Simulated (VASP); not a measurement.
Wanted: the native input for a VASP 6.6.1 run.

```
Task                   : single point
Functional             : PBE
Dispersion             : D3(BJ)
Potentials or basis    : VASP PAW PBE potentials, release 64 (P, C, O)
Cutoff                 : 520 eV
k mesh                 : 6 × 6 × 6
Occupations            : gaussian, width 0.1 eV
Spin                   : collinear spin, ferromagnetic start
Starting moments       : [0.0, 0.0, 1.0, 1.0, 1.0] μB
Dipole correction      : no
Further INCAR settings : ALGO = Normal; EDIFF = 1e-06; NBANDS = 24
```

The structure of P2C2O lies in POSCAR:

```
P2C2O
1.0
   -1.9589556000      1.9589556000      4.7909762500
    1.9589556000     -1.9589556000      4.7909762500
    1.9589556000      1.9589556000     -4.7909762500
P C O
2 2 1
Direct
    0.7500000000      0.2500000000      0.5000000000
    0.2500000000      0.7500000000      0.5000000000
    0.3750000000      0.3750000000      0.0000000000
    0.6250000000      0.6250000000      0.0000000000
    0.0000000000      0.0000000000      0.0000000000
```

The cell was built from a structure type or drawn by symmetry, and may not be a known phase.

The input as run:

INCAR

```
SYSTEM = P2C2O
PREC = Accurate
ENCUT = 520
EDIFF = 1E-6
ISMEAR = 0
SIGMA = 0.1
LREAL = .False.
LASPH = .True.
NELM = 150
ALGO = Normal
ISIF = 2
LWAVE = .False.
LCHARG = .False.
ISPIN = 2
MAGMOM = 0 0 1 1 1
LORBIT = 11
GGA = PE
IVDW = 12
NBANDS = 24
```

KPOINTS

```
regular mesh
0
Gamma
  6 6 6
  0 0 0
```

Potentials or basis: VASP PAW PBE potentials, release 64 (P, C, O).

Launch:

```sh
$ cat potpaw_PBE.64/P/POTCAR potpaw_PBE.64/C/POTCAR potpaw_PBE.64/O/POTCAR > POTCAR
$ mpirun -np 1 vasp_std > vasp.out
```

Results of the run:

```
Pressure                                              : -24.3 GPa
Largest force                                         : 1.363 eV/Å
Band gap on the k mesh                                : zero (filled and empty bands overlap)
Net moment                                            : 0.00 μB per cell
Valence electrons inside the program's atomic spheres : P 2.22; C 2.04; O 4.69
Dispersion energy per atom                            : -0.201 eV
```

Caveat: the cell stands under tension; forces of over 1 eV/Å act on the atoms, so gaps and moduli don't describe the material at rest.

It took 100 s on 1 thread of Intel(R) Xeon(R) 6975P-C (Granite Rapids), with other jobs on the host, peak memory 0.36 GiB.
